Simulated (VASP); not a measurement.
Input of a VASP 6.6.1 run:

The input INCAR:

```
PREC = Accurate ; ENCUT = 520
EDIFF = 1E-6 ; ISMEAR = 0
SIGMA = 0.15 ; LREAL = False
LASPH = True ; NELM = 80
ALGO = Fast ; ISIF = 2
LWAVE = False ; LCHARG = False
GGA = PS ; NBANDS = 14
```

File KPOINTS:

```
regular mesh
0
Gamma
  22 22 22
```

Contents of POSCAR:

```
Rh
1.0
    0.0000000000      1.9300732500      1.9585965000
    1.9300732500      0.0000000000      1.9585965000
    1.9300732500      1.9300732500      0.0000000000
Rh
1
Direct
    0.0000000000      0.0000000000      0.0000000000
```

Potentials or basis: VASP PAW PBE potentials, release 64 (Rh_pv).

Launch:

```console
$ cat potpaw_PBE.64/Rh_pv/POTCAR > POTCAR
$ mpirun -np 1 vasp_std > vasp.out
```

Task: What does it give for the pressure?

Result: -18.7 GPa.

Task: What does it give for the band gap on the k mesh?

Result: Zero (an odd number of electrons rules out a gap without spin polarisation).

Stress tensor (GPa, compression positive):
```
-17.71   0.00   0.00
  0.00 -17.71   0.00
  0.00   0.00 -20.77
```

Caveat: the cell differs from its parent crystal (strain +0.015 along x and y, +0.030 along z); the cell stands under tension; the PAW data sets were made with another functional, which shifts forces and pressure a little.
